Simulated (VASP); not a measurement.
## Zr2TiB2: single point with PBE

Crystal: Zr2TiB2.

```
Zr Ti B
1.0
     3.59630    0.00000    0.00000
     0.00000    3.59630    0.00000
     0.00000    0.00000    4.75449
Zr Ti B
2 1 2
Cartesian
  1.7981 1.7981 3.4456
  1.7981 1.7981 1.3089
  0.0000 0.0000 0.0000
  1.7981 0.0000 2.3772
  0.0000 1.7981 2.3772
```

The cell was generated, and may not be a known phase.

```yaml
Program: VASP 6.6.1
Task: single point
Functional: PBE
Potentials_or_basis: VASP PAW PBE potentials, release 64 (Zr_sv, Ti_sv, B)
Cutoff: 520 eV
k_mesh: 6 × 6 × 4
Occupations: gaussian, width 0.1 eV
Spin: no spin polarisation
```

- Pressure: 74.2 GPa
- Largest force: 7.862 eV/Å
- Band gap on the k mesh: zero (bands 21 and 22 overlap by 0.93 eV)

Forces on the atoms (eV/Å):
```
Zr   0.000  0.000  7.862
Zr   0.000  0.000 -7.862
Ti   0.000  0.000  0.000
B    0.000  0.000  0.000
B    0.000  0.000  0.000
```

Stress tensor (GPa, compression positive):
```
65.07  0.00  0.00
 0.00 65.07  0.00
 0.00  0.00 92.52
```

Levels at points of the mesh, in eV from the Fermi level:
```
           k point  band 18  band 19  band 20  band 21  band 22  band 23  band 24  band 25
(0.00, 0.00, 0.00)    -2.89    -2.48    -0.55    -0.04     0.04     0.86     0.86     1.95
(0.50, 0.00, 0.00)    -2.29    -1.92    -0.79    -0.31     0.18     0.39     0.93     1.85
(0.50, 0.50, 0.00)    -1.33    -0.75    -0.75    -0.66    -0.53     0.65     1.16     1.38
(0.00, 0.00, 0.50)    -3.43    -0.64    -0.10     0.15     0.15     1.59     1.94     2.55
(0.50, 0.00, 0.50)    -2.76    -0.84    -0.57    -0.52     0.81     1.16     1.85     1.96
(0.50, 0.50, 0.50)    -0.57    -0.57    -0.54    -0.52    -0.47    -0.47     1.30     1.30
```

It took 75 s on 1 thread of Intel(R) Xeon(R) 6975P-C (Granite Rapids), with other jobs on the host, peak memory 0.19 GiB.

Caveat: the stress differs along the axes, from 65 to 93 GPa; forces of over 1 eV/Å act on the atoms, so gaps and moduli don't describe the material at rest.
